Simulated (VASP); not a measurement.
A run of VASP 6.6.1:

The input POSCAR:

```
Rb
1.0
    3.5269666751      0.0000000000      0.0000000000
   -1.7634833375      3.0544427389      0.0000000000
    0.0000000000      0.0000000000      5.7974051090
Rb
2
Direct
    0.3333333333      0.6666666667      0.2500000000
    0.6666666667      0.3333333333      0.7500000000
```

Contents of INCAR.step1:

```
  PREC = Accurate
  ENCUT = 520
  EDIFF = 1E-7
  ISMEAR = -1
  SIGMA = 0.1
  LREAL = False
  LASPH = True
  NELM = 80
  ALGO = Normal
  ISIF = 2
  LWAVE = False
  LCHARG = True
  NBANDS = 16
```

Contents of KPOINTS.step1:

```
Automatic mesh
0
Gamma
  9 9 5
```

The input INCAR.step2:

```
  PREC = Accurate
  ENCUT = 520
  EDIFF = 1E-7
  ISMEAR = -5
  SIGMA = 0.1
  LREAL = False
  LASPH = True
  NELM = 80
  ALGO = Normal
  ISIF = 2
  LWAVE = False
  LCHARG = False
  LORBIT = 11
  NEDOS = 1001
  ICHARG = 11
```

KPOINTS.step2

```
Automatic mesh
0
Gamma
  14 14 8
```

Potentials or basis: VASP PAW LDA potentials, release 64 (Rb_sv).

The run is started by

```bash
$ cat potpaw_LDA.64/Rb_sv/POTCAR > POTCAR
$ cp INCAR.step1 INCAR
$ cp KPOINTS.step1 KPOINTS
$ mpirun -np 1 vasp_std > vasp.out
$ cp INCAR.step2 INCAR
$ cp KPOINTS.step2 KPOINTS
$ mpirun -np 1 vasp_std > vasp.out
```

Hardware: 1 thread of Intel(R) Xeon(R) 6975P-C (Granite Rapids), with other jobs on the host.

Task: Estimate the wall time of this run.

Result: Run time: 34 s on 1 thread of Intel(R) Xeon(R) 6975P-C (Granite Rapids), on a shared host, peak memory 0.2 GiB. Counts: k points 120.
